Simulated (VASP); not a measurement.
# MnO2: single point with r2SCAN

MnO2:

```
Mn O
1.0
     2.85658    0.00000    0.00000
    -1.42829    2.47387    0.00000
     0.00000    0.00000    4.60137
Mn O
1 2
Direct
  0.92999 0.00000 0.50000
  0.66667 0.33333 0.29371
  0.33333 0.66667 0.70629
```

- Program: VASP 6.6.1
- Task: single point
- Functional: r2SCAN
- Potentials or basis: VASP PAW PBE potentials, release 64 (Mn_pv, O)
- Cutoff: 520 eV
- k mesh: 9 × 9 × 5
- Occupations: methfessel-paxton, width 0.05 eV
- Spin: collinear spin, ferromagnetic start
- Starting moments: [5.2, 0.0, 0.0] μB
- Dipole correction: no
- Further INCAR settings: ALGO = Normal; EDIFF = 1e-07; NBANDS = 24

* Pressure: 6.5 GPa
* Largest force: 3.392 eV/Å
* Band gap on the k mesh: 1.72 eV (least direct gap 1.75 eV)
* Net moment: 3.00 μB per cell
* Site moments: Mn +2.86; O +0.03 μB
* Valence electrons inside the program's atomic spheres: Mn 11.82; O 5.04

Forces in eV/Å, atoms in the order of the input:
```
Mn   3.392  0.000  0.000
O   -1.696  0.504 -0.608
O   -1.696 -0.504  0.608
```

Stress tensor (GPa, compression positive):
```
 9.41  0.00  0.00
 0.00  4.16 -4.73
 0.00 -4.73  5.79
```

Levels at points of the mesh, in eV from the valence-band top:
Spin up:
```
           k point  band 12  band 13  band 14  band 15  band 16  band 17
(0.00, 0.00, 0.00)    -0.85    -0.57    -0.27     3.17     3.39     7.80
```
Spin down:
```tsv
k point	band 7	band 8	band 9	band 10	band 11	band 12	band 13	band 14	band 15	band 16
(0.00, 0.00, 0.00)	-4.95	-4.93	-1.67	-1.67	-0.96	2.22	2.32	3.40	4.79	4.88
```

It took 27 min on 1 thread of AMD EPYC 7571, with other jobs on the host, peak memory 0.24 GiB.

Caveat: the cell stands under pressure; the PAW data sets were made with another functional, which shifts forces and pressure a little; an odd mesh through Γ misses points on the zone boundary, where band edges can lie; a cell with one magnetic atom can't hold antiferromagnetic order, which such compounds often take.
